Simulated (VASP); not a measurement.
A run of VASP 6.6.1 is set up as follows.

The input INCAR:

```
SYSTEM = Ag
ALGO = Normal
EDIFF = 1E-8
ENCUT = 520
GGA = PE
ISIF = 2
ISMEAR = -1
LASPH = .TRUE.
LCHARG = .FALSE.
LEFG = .TRUE.
LREAL = .FALSE.
LWAVE = .FALSE.
NBANDS = 12
NELM = 100
PREC = Accurate
SIGMA = 0.05
```

The input KPOINTS:

```
k-points
0
G
  15 15 15
  0 0 0
```

File POSCAR:

```
Ag
1.0
    0.0000000000      2.0498877575      2.0498877575
    2.0498877575      0.0000000000      2.0498877575
    2.0498877575      2.0498877575      0.0000000000
Ag
1
Direct
    0.0000000000      0.0000000000      0.0000000000
```

Potentials or basis: VASP PAW PBE potentials, release 64 (Ag).

Command:

```console
$ cat potpaw_PBE.64/Ag/POTCAR > POTCAR
$ mpirun -np 1 vasp_std > vasp.out
```

(1) What does it give for the pressure?

Results:

(1) 3.3 GPa.

Caveat: without QUAD_EFG the Cq values of the log hold for a quadrupole moment of 1 mb, not for the nuclei.
